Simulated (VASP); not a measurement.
# Ti4HN4 in VASP: relaxation of the atoms with PBEsol

Aim: the relaxation of the atoms of Ti4HN4 with PBEsol.

Everything below comes from runs of VASP 6.6.1. Logs are shortened: lines on timing, memory, paths and dates and some standing lists are left out, and cuts for length are marked.

## Step 1: The cell of the first run

The cell holds a slab with vacuum, 9 atoms: a = 2.973 Å, b = 2.973 Å, c = 25.306 Å, α = 90.00°, β = 90.00°, γ = 90.00°.

## Step 2: Relaxation of the atoms, PBEsol

The input, INCAR:

```
SYSTEM = Ti4HN4
ALGO = Normal
DIPOL = 0.5 0.5 0.479
EDIFF = 1E-6
EDIFFG = -0.03
ENCUT = 520
GGA = PS
IBRION = 2
IDIPOL = 3
ISIF = 2
ISMEAR = 0
KPAR = 4
LASPH = .True.
LCHARG = .False.
LDIPOL = .True.
LREAL = .False.
LWAVE = .False.
NELM = 60
NSW = 90
PREC = Accurate
SIGMA = 0.1
```

The input, KPOINTS:

```
k-points
0
Gamma
  10 10 1
  0 0 0
```

The input, POSCAR:

```
Ti4HN4
1.0
    2.9726300482      0.0000000000      0.0000000000
    0.0000000000      2.9726300482      0.0000000000
    0.0000000000      0.0000000000     25.3059005950
Ti N H
4 4 1
Selective dynamics
Direct
    0.5000000000      0.5000000000      0.3358900414  F F F
    0.0000000000      0.0000000000      0.4189523635  F F F
    0.5000000000      0.5000000000      0.5020112183  T T T
    0.0000000000      0.0000000000      0.5807977371  T T T
    0.0000000000      0.0000000000      0.3358900414  F F F
    0.5000000000      0.5000000000      0.4189523635  F F F
    0.0000000000      0.0000000000      0.5024976626  T T T
    0.5000000000      0.5000000000      0.5871715102  T T T
    0.5000000000      0.5000000000      0.6274783152  T T T
```

Potentials or basis: VASP PAW PBE potentials, release 64 (Ti_sv, N, H).

Launch:

```console
$ cat potpaw_PBE.64/Ti_sv/POTCAR potpaw_PBE.64/N/POTCAR potpaw_PBE.64/H/POTCAR > POTCAR
$ mpirun -np 4 vasp_std > vasp.out
```

OUTCAR:

```text
SYSTEM = Ti4HN4
   EDIFF = 1E-6
   EDIFFG = -0.03
   ENCUT = 520
   GGA = PS
   IBRION = 2
   ISIF = 2
   ISMEAR = 0
   LASPH = .True.
   LREAL = .False.
   NELM = 60
   NSW = 90
   PREC = Accurate

 ion  position               nearest neighbor table
   1  0.500  0.500  0.336-   5 2.10   5 2.10   5 2.10   5 2.10   6 2.10
   2  0.000  0.000  0.419-   6 2.10   6 2.10   6 2.10   6 2.10   5 2.10   7 2.11
   3  0.500  0.500  0.502-   6 2.10   7 2.10   7 2.10   7 2.10   7 2.10   8 2.16   4 2.90   4 2.90
                             4 2.90   4 2.90
   4  0.000  0.000  0.581-   7 1.98   8 2.11   8 2.11   8 2.11   8 2.11   3 2.90   3 2.90   3 2.90
                             3 2.90
   5  0.000  0.000  0.336-   1 2.10   1 2.10   1 2.10   1 2.10   2 2.10
   6  0.500  0.500  0.419-   3 2.10   2 2.10   2 2.10   2 2.10   2 2.10   1 2.10
   7  0.000  0.000  0.502-   4 1.98   3 2.10   3 2.10   3 2.10   3 2.10   2 2.11
   8  0.500  0.500  0.587-   9 1.02   4 2.11   4 2.11   4 2.11   4 2.11   3 2.16
   9  0.500  0.500  0.627-   8 1.02

  LATTYP: Found a simple tetragonal cell.
 ALAT       =     2.9726300482
 C/A-ratio  =     8.5129666944

  Lattice vectors:

 A1 = (   2.9726300482,   0.0000000000,   0.0000000000)
 A2 = (   0.0000000000,   2.9726300482,   0.0000000000)
 A3 = (   0.0000000000,   0.0000000000,  25.3059005950)

Analysis of symmetry for initial positions (statically):
=====================================================================
 Subroutine PRICEL returns:
 Original cell was already a primitive cell.

 Routine SETGRP: Setting up the symmetry group for a
 simple tetragonal supercell.

 Subroutine GETGRP returns: Found  8 space group operations
 (whereof  8 operations were pure point group operations)
 out of a pool of 16 trial point group operations.

The static configuration has the point symmetry C_4v.

Analysis of symmetry for dynamics (positions and initial velocities):
=====================================================================
 Subroutine PRICEL returns:
 Original cell was already a primitive cell.

 Routine SETGRP: Setting up the symmetry group for a
 simple tetragonal supercell.

 Subroutine GETGRP returns: Found  8 space group operations
 (whereof  8 operations were pure point group operations)
 out of a pool of 16 trial point group operations.

The dynamic configuration has the point symmetry C_4v.

Analysis of constrained symmetry for selective dynamics:
=====================================================================
 Subroutine PRICEL returns:
 Original cell was already a primitive cell.

 Routine SETGRP: Setting up the symmetry group for a
 simple tetragonal supercell.

 Subroutine GETGRP returns: Found  8 space group operations
 (whereof  8 operations were pure point group operations)
 out of a pool of 16 trial point group operations.

The constrained configuration has the point symmetry C_4v.

 Subroutine INISYM returns: Found  8 space group operations
 (whereof  8 operations are pure point group operations),
 and found     1 'primitive' translations

----------------------------------------------------------------------------------------

                                     Primitive cell

  volume of cell :     223.6163

  direct lattice vectors                    reciprocal lattice vectors
     2.972630048  0.000000000  0.000000000     0.336402440  0.000000000  0.000000000
     0.000000000  2.972630048  0.000000000     0.000000000  0.336402440  0.000000000
     0.000000000  0.000000000 25.305900595     0.000000000  0.000000000  0.039516475

  length of vectors
     2.972630048  2.972630048 25.305900595     0.336402440  0.336402440  0.039516475

  position of ions in fractional coordinates (direct lattice)
     0.500000000  0.500000000  0.335890041
     0.000000000  0.000000000  0.418952363
     0.500000000  0.500000000  0.502011218
     0.000000000  0.000000000  0.580797737
     0.000000000  0.000000000  0.335890041
     0.500000000  0.500000000  0.418952363
     0.000000000  0.000000000  0.502497663
     0.500000000  0.500000000  0.587171510
     0.500000000  0.500000000  0.627478315

  ion indices of the primitive-cell ions
   primitive index   ion index
                 1           1
                 2           2
                 3           3
                 4           4
                 5           5
                 6           6
                 7           7
                 8           8
                 9           9

----------------------------------------------------------------------------------------

 KPOINTS: k-points

Automatic generation of k-mesh.
 Grid dimensions read from file:
 generate k-points for:   10   10    1

 Generating k-lattice:

  Cartesian coordinates                     Fractional coordinates (reciprocal lattice)
     0.033640244  0.000000000  0.000000000     0.100000000  0.000000000  0.000000000
     0.000000000  0.033640244  0.000000000     0.000000000  0.100000000  0.000000000
     0.000000000  0.000000000  0.039516475     0.000000000  0.000000000  1.000000000

  Length of vectors
     0.033640244  0.033640244  0.039516475

  Shift w.r.t. Gamma in fractional coordinates (k-lattice)
     0.000000000  0.000000000  0.000000000

 Subroutine IBZKPT returns following result:
 ===========================================

 Found     21 irreducible k-points:

 Following reciprocal coordinates:
            Coordinates               Weight
  0.000000  0.000000  0.000000      1.000000
  0.100000  0.000000  0.000000      4.000000
  0.200000  0.000000  0.000000      4.000000
  0.300000  0.000000  0.000000      4.000000
  0.400000  0.000000  0.000000      4.000000
  0.500000  0.000000  0.000000      2.000000
[... 13 lines left out ...]
  0.500000  0.400000  0.000000      4.000000
  0.500000  0.500000  0.000000      1.000000
   k-points           NKPTS =     21   k-points in BZ     NKDIM =     21   number of bands    NBANDS=     41
   number of dos      NEDOS =    301   number of ions     NIONS =      9
   total plane-waves  NPLWV = 110592
   dimension x,y,z NGX =    24 NGY =   24 NGZ =  192
   dimension x,y,z NGXF=    48 NGYF=   48 NGZF=  384
   ions per type =               4   4   1
   NGX,Y,Z   is equivalent  to a cutoff of  13.42, 13.42, 12.61 a.u.
   NGXF,Y,Z  is equivalent  to a cutoff of  26.84, 26.84, 25.23 a.u.
 SYSTEM =  Ti4HN4
   PREC   = accura    normal or accurate (medium, high low for compatibility)
   ISTART =      0    job   : 0-new  1-cont  2-samecut
   ICHARG =      2    charge: 1-file 2-atom 10-const
   ISPIN  =      1    spin polarized calculation?
   LNONCOLLINEAR =      F non collinear calculations
   LSORBIT =      F    spin-orbit coupling
   LASPH  =      T    aspherical Exc in radial PAW
   ENCUT  =  520.0 eV  38.22 Ry    6.18 a.u.   5.53  5.53 47.05*2*pi/ulx,y,z
   NELM   =     60;   NELMIN=  2; NELMDL= -5     # of ELM steps
   EDIFF  = 0.1E-05   stopping-criterion for ELM
   LREAL  =      F    real-space projection
   EDIFFG = -.3E-01   stopping-criterion for IOM
   NSW    =     90    number of steps for IOM
   IBRION =      2    ionic relax: 0-MD 1-quasi-New 2-CG
   NFREE  =      1    steps in history (QN), initial steepest desc. (CG)
   ISIF   =      2    stress and relaxation
   ISYM   =      2    0-nonsym 1-usesym 2-fastsym
   POTIM  = 0.5000    time-step for ionic-motion
   TEBEG  =    0.0;   TEEND  =   0.0 temperature during run
   PSTRESS=    0.0 pullay stress
   NELECT =      69.0000    total number of electrons
   NUPDOWN=      -1.0000    fix difference up-down
   EMIN   =  10.00;   EMAX   =-10.00  energy-range for DOS
   EFERMI =   0.00;   METHOD = LEGACY
   ISMEAR =     0;   SIGMA  =   0.10  broadening in eV -4-tet -1-fermi 0-gaus
   EFERMI_NEDOS =   21; number of points for ismear=-14 and -15
   IALGO  =     38    algorithm
   IMIX   =      4    mixing-type and parameters
     AMIX     =   0.40;   BMIX     =  1.00
     AMIX_MAG =   1.60;   BMIX_MAG =  1.00
  volume/ion in A,a.u.               =      24.85       167.67
  Fermi-wavevector in a.u.,A,eV,Ry     =   1.106259  2.090526 16.650922  1.223808
  Thomas-Fermi vector in A             =   2.242757
   LORBIT       =      0    0 simple, 1 ext, 2 COOP (PROOUT), +10 PAW based schemes
   GGA     = PS    functional components
   LHFCALC =     F    Hartree Fock is set to
   AEXX    =    0.0000 exact exchange contribution
   IVDW    =     0    specifies the selected vdW correction
   LEPSILON=     F    determine dielectric tensor
   LRPA    =     F    only Hartree local field effects (RPA)
 conjugate gradient relaxation of ions
 non-spin polarized calculation
 Gauss-broadening in eV      SIGMA  =   0.10
  energy-cutoff  :      520.00
  volume of cell :      223.62
 maximum number of plane-waves:      6103
 NGX is ok and might be reduce to    24
   NGX = 11   NGY = 11   NGZ = 95

--------------------------------------- Ionic step        1  -------------------------------------------

 number of electron      68.9999974 magnetization

 Free energy of the ion-electron system (eV)
  ---------------------------------------------------
  ext. energy  EPLUGINS =         0.00000000
  ---------------------------------------------------
  free energy    TOTEN  =       -83.52165154 eV

  energy without entropy =      -83.49903454  energy(sigma->0) =      -83.51034304

------------------------ aborting loop because EDIFF is reached ----------------------------------------

  FORCE on cell =-STRESS in cart. coord.  units (eV):
  Direction    XX          YY          ZZ          XY          YZ          ZX
  --------------------------------------------------------------------------------------
  -------------------------------------------------------------------------------------
  Total       -1.3090327     -1.3090327      1.0851478      0.0000000      0.0000000     -0.0000000
  in kB       -9.3790221     -9.3790221      7.7749207      0.0000000      0.0000000     -0.0000000
  external PRESSURE =      -3.6610412 kB  Pullay stress =       0.0000000 kB
[... 110 lines left out ...]
  FREE ENERGIE OF THE ION-ELECTRON SYSTEM (eV)
  ---------------------------------------------------
  free  energy   TOTEN  =       -83.5795413081 eV

  energy  without entropy=      -83.5579281790  energy(sigma->0) =      -83.56873474

 dipolmoment           0.000000      0.000000      0.002998 electrons x Angstroem

[... ionic steps 4 to 23 ...]

--------------------------------------- Ionic step       24  -------------------------------------------

 number of electron      68.9999981 magnetization

------------------------ aborting loop because EDIFF is reached ----------------------------------------

 vacuum level on the upper side and lower side of the slab       (xc-potential included)        -0.034         0.021

  FORCE on cell =-STRESS in cart. coord.  units (eV):
  Direction    XX          YY          ZZ          XY          YZ          ZX
  --------------------------------------------------------------------------------------
  -------------------------------------------------------------------------------------
  Total       -2.9866314     -2.9866314     -0.9706992      0.0000000      0.0000000      0.0000000
  in kB      -21.3987639    -21.3987639     -6.9549134      0.0000000      0.0000000      0.0000000
  external PRESSURE =     -16.5841470 kB  Pullay stress =       0.0000000 kB
[... 73 lines left out ...]
--------------------------------------- Ionic step       26  -------------------------------------------

 number of electron      68.9999981 magnetization

 dipolmoment           0.000000      0.000000     -0.002626 electrons x Angstroem

 Free energy of the ion-electron system (eV)
  ---------------------------------------------------
  ext. energy  EPLUGINS =         0.00000000
  ---------------------------------------------------
  free energy    TOTEN  =       -83.74757650 eV

  energy without entropy =      -83.71967325  energy(sigma->0) =      -83.73362488

 E-fermi :   2.3451     XC(G=0):  -5.4454

 val. band max:        2.3243918074   @ k =   0.2000   0.1000   0.0000
 cond. band min:       2.3503628052   @ k =   0.1000   0.0000   0.0000
 fundamental gap:      0.0259709978
 Fermi energy:         2.3450555032

 k-point     1 :       0.0000    0.0000    0.0000
  band No.  band energies     occupation
      1     -55.2811      2.00000
      2     -55.0954      2.00000
      3     -54.9042      2.00000
      4     -54.8067      2.00000
      5     -31.8644      2.00000
      6     -31.5640      2.00000
[... 913 lines left out ...]
     40       4.3233      0.00000
     41       4.8900      0.00000

------------------------ aborting loop because EDIFF is reached ----------------------------------------

 vacuum level on the upper side and lower side of the slab       (xc-potential included)        -0.171        -0.102

  FORCE on cell =-STRESS in cart. coord.  units (eV):
  Direction    XX          YY          ZZ          XY          YZ          ZX
  --------------------------------------------------------------------------------------
  -------------------------------------------------------------------------------------
  Total       -2.9834223     -2.9834223     -1.0155044      0.0000000      0.0000000     -0.0000000
  in kB      -21.3757714    -21.3757714     -7.2759357      0.0000000      0.0000000     -0.0000000
  external PRESSURE =     -16.6758262 kB  Pullay stress =       0.0000000 kB
[... 24 lines left out ...]
  FREE ENERGIE OF THE ION-ELECTRON SYSTEM (eV)
  ---------------------------------------------------
  free  energy   TOTEN  =       -83.7475764994 eV

  energy  without entropy=      -83.7196732538  energy(sigma->0) =      -83.73362488

 reached required accuracy - stopping structural energy minimisation

 vacuum level on the upper side and lower side of the slab         4.711         4.780
```

Run time: 22 min. Hardware: 4 MPI ranks of Intel Xeon Platinum 8259CL at 2.50GHz (Skylake/Cascade Lake), shared host; peak memory 0.45 GiB.

Results:

- Free energy: -83.7476 eV
- Energy gained by relaxing: 25.1 meV/atom
- Ionic steps: 26
- Band gap on the k mesh: zero (an odd number of electrons rules out a gap without spin polarisation)

Step by step:
```
step  energy change (eV)  largest force on free atoms (eV/Å)  pressure (GPa)
   1              0.0000                              1.6803           -0.37
   2             -0.0386                              2.3322           -0.74
   3             -0.0579                              1.5501           -0.64
   4             -0.1409                              1.0164           -0.45
   5             -0.1634                              0.9974           -0.23
   6             -0.1648                              0.7937           -0.28
   7             -0.1869                              0.7144           -0.41
   8             -0.1877                              0.5975           -0.40
   9             -0.1915                              0.5727           -0.71
  10             -0.1931                              0.3078           -0.60
  11             -0.1986                              0.3035           -0.69
  12             -0.2096                              0.3193           -0.91
  13             -0.2085                              0.6943           -1.35
  14             -0.2131                              0.4369           -1.12
  15             -0.2164                              0.3825           -1.17
  16             -0.2213                              0.2338           -1.30
  17             -0.2214                              0.2776           -1.32
  18             -0.2238                              0.1567           -1.44
  19             -0.2249                              0.1237           -1.57
  20             -0.2249                              0.1233           -1.57
  21             -0.2252                              0.0995           -1.59
  22             -0.2257                              0.0541           -1.64
  23             -0.2258                              0.0645           -1.66
  24             -0.2259                              0.0474           -1.66
  25             -0.2259                              0.0371           -1.66
  26             -0.2259                              0.0149           -1.67
```

Final structure:
```
CELL_PARAMETERS angstrom
2.97263 0.00000 0.00000
0.00000 2.97263 0.00000
0.00000 0.00000 25.30590
ATOMIC_POSITIONS crystal
Ti 0.50000 0.50000 0.33589
Ti 0.00000 0.00000 0.41895
Ti 0.50000 0.50000 0.50069
Ti 0.00000 0.00000 0.57971
N 0.00000 0.00000 0.33589
N 0.50000 0.50000 0.41895
N 0.00000 0.00000 0.50156
N 0.50000 0.50000 0.59695
H 0.50000 0.50000 0.63860
```

Levels at points of the mesh, in eV from the Fermi level:
| k point | band 30 | band 31 | band 32 | band 33 | band 34 | band 35 | band 36 | band 37 | band 38 | band 39 |
| --- | --- | --- | --- | --- | --- | --- | --- | --- | --- | --- |
| (0.00, 0.00, 0.00) | -3.00 | -2.99 | -2.31 | -2.23 | -2.23 | -1.45 | -0.73 | -0.21 | -0.09 | -0.09 |
| (0.50, 0.00, 0.00) | -4.98 | -4.87 | -4.76 | -0.17 | 0.05 | 0.99 | 1.13 | 1.24 | 1.61 | 1.73 |
| (0.50, 0.50, 0.00) | -4.15 | -4.15 | -3.03 | -2.35 | -2.35 | -0.23 | -0.23 | 1.47 | 1.65 | 1.65 |

Caveat: the PAW data sets were made with another functional, which shifts forces and pressure a little; an odd number of electrons without spin polarisation forces a metal; a magnetic or distorted state may lie lower.

The gap in the log of VASP goes by the Fermi energy; the results here count the filled bands.